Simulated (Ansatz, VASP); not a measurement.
# CoSi2 in VASP and in Ansatz

```
CELL_PARAMETERS angstrom
0.00000 2.67151 2.67151
2.67151 0.00000 2.67151
2.67151 2.67151 0.00000
ATOMIC_POSITIONS crystal
Co 0.00000 0.00000 0.00000
Si 0.25000 0.25000 0.25000
Si 0.75000 0.75000 0.75000
```

Alike in both runs: task single point; functional LDA; k mesh 14 × 14 × 14; occupations gaussian, width 0.05 eV; no spin polarisation.

```csv
,VASP,Ansatz
version,VASP 6.6.1,Ansatz 0.2.0
potentials or method,"VASP PAW LDA potentials, release 64 (Co, Si), cutoff 520 eV","scalar-relativistic, plane waves, PAW"
valence electrons in the cell,17,25
```

|  | VASP | Ansatz | Ansatz less VASP |
| --- | --- | --- | --- |
| gap on the k mesh at the Fermi level (eV) | none | none | - |
| pressure (GPa) | -7.1 | -7.3 | -0.17 |

LDA's correlation is that of Perdew and Zunger in VASP and of Perdew and Wang (1992) in Ansatz. A gap of «none» marks a metal or a gap that the smearing closes. VASP's potentials hold 17 valence electrons a cell and Ansatz's 25, so a difference there can come from the potentials and not from the codes.
